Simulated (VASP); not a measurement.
Hf4F3:

```
Hf F
1.0
     3.20000    0.00000    0.00000
    -1.60000    2.77128    0.00000
     0.00000    0.00000   12.15000
Hf F
4 3
Direct
  0.66667 0.33333 0.89000
  0.33333 0.66667 0.11000
  0.66667 0.33333 0.31000
  0.33333 0.66667 0.69000
  0.00000 0.00000 0.00000
  0.33333 0.66667 0.41000
  0.66667 0.33333 0.59000
```

- Program: VASP 6.6.1
- Task: relaxation of cell and atoms
- Functional: PBE
- Potentials or basis: VASP PAW PBE potentials, release 64 (Hf_pv, F)
- Cutoff: 600 eV
- k mesh: 6 × 6 × 2
- Occupations: gaussian, width 0.2 eV
- Spin: no spin polarisation

At the start: pressure 9.9 GPa; volume 15.39 Å³/atom.

Question: Where does the relaxation end?

Answer: Over 10 steps the energy falls by 96.5 meV/atom and the volume is 16.86 Å³/atom (+9.5 %); space group P-3m1 (No. 164, to 0.1 Å) before and after.

The path:
```tsv
step	energy change (eV)	largest force (eV/Å)	pressure (GPa)	volume (Å³)
1	0.0000	1.5349	9.91	107.75
2	-0.2680	1.0373	-7.51	123.27
3	-0.4594	0.8057	-1.90	116.68
4	-0.5592	0.4253	-0.15	115.18
5	-0.5855	0.5589	1.48	113.96
6	-0.6469	0.2359	0.27	115.68
7	-0.6610	0.2719	-0.47	116.94
8	-0.6721	0.1334	0.54	116.61
9	-0.6724	0.1256	0.75	116.54
10	-0.6758	0.0735	-0.19	117.99
```

Final structure:
```cif
data_structure
_symmetry_space_group_name_H-M 'P 1'
_symmetry_Int_Tables_number 1
_cell_length_a 3.1845
_cell_length_b 3.1845
_cell_length_c 13.4340
_cell_angle_alpha 90.000
_cell_angle_beta 90.000
_cell_angle_gamma 120.000
_cell_volume 117.99
loop_
_atom_site_label
_atom_site_type_symbol
_atom_site_fract_x
_atom_site_fract_y
_atom_site_fract_z
_atom_site_occupancy
Hf1 Hf 0.66667 0.33333 0.87142 1
Hf2 Hf 0.33333 0.66667 0.12858 1
Hf3 Hf 0.66667 0.33333 0.30608 1
Hf4 Hf 0.33333 0.66667 0.69392 1
F1 F 0.00000 0.00000 0.00000 1
F2 F 0.33333 0.66667 0.40910 1
F3 F 0.66667 0.33333 0.59090 1
```

Caveat: the k points lie up to 0.38 Å⁻¹ apart in the final cell, too coarse for converged energies and pressures of a metal; an odd number of electrons without spin polarisation forces a metal; a magnetic or distorted state may lie lower; the relaxation stopped at a loose force limit of 0.08 eV/Å, so its end isn't a converged minimum.
